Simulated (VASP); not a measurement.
Runs of VASP 6.6.1 on SnTe. The structure is that of space group Fm-3m (No. 225), or close to it. The cells are those of the table. 

```tsv
task	cell	k mesh	smearing	gap on the mesh (eV)	pressure (GPa)
single point	a = 4.532 Å, angles 60.0°, 2 atoms	10 × 10 × 10	gaussian 0.01 eV	0.05	0.0
relaxation of cell and atoms	relaxed from a = 4.532 Å, angles 60.0°, 2 atoms	10 × 10 × 10	gaussian 0.01 eV	0.05	0.0
single point	a = 4.532 Å, angles 60.0°, 2 atoms	12 × 12 × 12	gaussian 0.1 eV	0.05	-0.1
single point	a = 4.505 Å, angles 60.0°, 2 atoms	6 × 6 × 6	gaussian 0.1 eV	(a)	0.7
```

Alike in all rows: level PBE; potentials or basis VASP PAW PBE potentials, release 64 (Sn_d, Te); no spin polarisation; cutoff (eV) 500.

Problem. Fill in the values left out.

Solution. (a) none.

Caveats: semilocal functionals underestimate gaps, and a narrow one can read as zero; spin-orbit coupling is left out, which moves the levels of the heavy elements; the relaxation stopped at its first step, so nothing moved (at least some runs).

A k mesh can miss the band edges, and the runs leave out spin-orbit coupling on Sn, Te.
